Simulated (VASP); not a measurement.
**BAs: single point with revPBE+D3(BJ)**

BAs:

```
CELL_PARAMETERS angstrom
0.00000 2.40432 2.40432
2.40432 0.00000 2.40432
2.40432 2.40432 0.00000
ATOMIC_POSITIONS crystal
As 0.75000 0.75000 0.75000
B 0.00000 0.00000 0.00000
```

| Property | Result |
| --- | --- |
| Program | VASP 6.6.1 |
| Task | single point |
| Functional | revPBE |
| Dispersion | D3(BJ) |
| Potentials or basis | VASP PAW PBE potentials, release 64 (As, B) |
| Cutoff | 520 eV |
| k mesh | 10 × 10 × 10 |
| Occupations | fermi-dirac, width 0.05 eV |
| Spin | no spin polarisation |
| Dipole correction | no |
| Further INCAR settings | ALGO = Normal; EDIFF = 1e-07; NBANDS = 11 |

```json
{"Pressure": "-4.9 GPa", "Band gap on the k mesh": "1.22 eV, indirect (least direct gap 3.25 eV)", "Dispersion energy per atom": "-0.639 eV"}
```

Levels at points of the mesh, in eV from the valence-band top:
| k point | band 1 | band 2 | band 3 | band 4 | band 5 | band 6 | band 7 | band 8 | band 9 |
| --- | --- | --- | --- | --- | --- | --- | --- | --- | --- |
| (0.00, 0.00, 0.00) | -15.23 | 0.00 | 0.00 | 0.00 | 3.25 | 3.25 | 3.25 | 4.45 | 9.59 |
| (0.50, 0.00, 0.00) | -12.42 | -8.66 | -1.79 | -1.79 | 2.59 | 4.76 | 4.76 | 8.90 | 12.68 |
| (0.50, 0.50, 0.00) | -11.12 | -8.45 | -4.00 | -4.00 | 1.46 | 1.50 | 11.23 | 11.23 | 12.79 |

It took 16 s on 1 thread of Intel(R) Xeon(R) Platinum 8259CL CPU @ 2.50GHz (Skylake/Cascade Lake) (shared host), peak memory 0.17 GiB.

Caveat: the PAW data sets were made with another functional, which shifts forces and pressure a little. A k mesh can miss the band edges.
